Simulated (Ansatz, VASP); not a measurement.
## Fe: VASP beside Ansatz

```
Fe
1.0
     0.00000    2.33274    2.33274
     2.33274    0.00000    2.33274
     2.33274    2.33274    0.00000
Fe
2
Direct
  0.00000 0.00000 0.00000
  0.50000 0.50000 0.50000
```

Alike in both runs: task single point; functional r2SCAN; k mesh 13 × 13 × 13; occupations fermi-dirac, width 0.05 eV; collinear spin.

|  | VASP | Ansatz |
| --- | --- | --- |
| version | VASP 6.6.1 | Ansatz 0.2.0 |
| potentials or method | VASP PAW PBE potentials, release 64 (Fe), cutoff 520 eV | plane waves (500 eV) with PAW, scalar-relativistic |
| valence electrons in the cell | 16 | 32 |

|  | VASP | Ansatz | Ansatz less VASP |
| --- | --- | --- | --- |
| pressure (GPa) | 15.9 | 16.5 | +0.53 |
| net moment per atom (μB) | 0.00 | 0.00 | 0.000 |
| size of the moment on the site where the two differ most (μB) | 2.64 | 2.52 | -0.124 |

VASP's potentials were made for PBE, not for r2SCAN. Site moments also hang on the region over which each program counts them. VASP's potentials hold 16 valence electrons a cell and Ansatz's 32, so a difference there can come from the potentials and not from the codes. Ansatz's warnings: stability check not made.
